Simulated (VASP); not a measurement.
A run of VASP 6.6.1:

File INCAR:

```
ALGO     = Normal         # electronic algorithm
EDIFF    = 1E-6           # SCF threshold, eV
ENCUT    = 520            # plane-wave cutoff, eV
GGA      = PE             # functional
ISIF     = 2              # what is computed and relaxed
ISMEAR   = 0              # smearing method
LASPH    = True           # aspherical terms in the spheres
LCHARG   = False          # write CHGCAR
LREAL    = False          # projectors in reciprocal space
LWAVE    = False          # write WAVECAR
NBANDS   = 57             # bands
NELM     = 60             # most SCF steps
PREC     = Accurate       # precision mode
SIGMA    = 0.1            # smearing width, eV
```

The input KPOINTS:

```
k-points
0
Gamma
  4 4 4
```

The input POSCAR:

```
CeHf3O8
1.0
    3.8219061895     -3.5535337145      0.0000000000
    3.8219061895      3.5535337145      0.0000000000
   -3.5385345784      0.0000000000      5.3729444589
Ce Hf O
1 3 8
Direct
    0.5124166812      0.5124166812      0.0174887177
    0.2809073510      0.7853062677      0.5094770938
    0.7853062677      0.2809073510      0.5094770938
    0.9822424292      0.9822424292      0.9512344798
    0.6666339763      0.6666339763      0.7931971511
    0.1557306765      0.1557306765      0.7946669341
    0.8466522318      0.2752328982      0.1969301136
    0.2752328982      0.8466522318      0.1969301136
    0.4176344391      0.4176344391      0.3183042487
    0.8599136260      0.8599136260      0.3360619234
    0.6102107664      0.1097614404      0.6877328379
    0.1097614404      0.6102107664      0.6877328379
```

Potentials or basis: VASP PAW PBE potentials, release 64 (Ce, Hf_pv, O).

Run with:

```sh
$ cat potpaw_PBE.64/Ce/POTCAR potpaw_PBE.64/Hf_pv/POTCAR potpaw_PBE.64/O/POTCAR > POTCAR
$ mpirun -np 1 vasp_std > vasp.out
```

Hardware: 1 thread of Intel(R) Xeon(R) Platinum 8488C (Sapphire Rapids) (shared host).

Question: Estimate the wall time of this run.

Answer: It took 14 min on 1 thread of Intel(R) Xeon(R) Platinum 8488C (Sapphire Rapids), on a shared host, peak memory 0.36 GiB. Counts: scf iterations 39, k points 24.
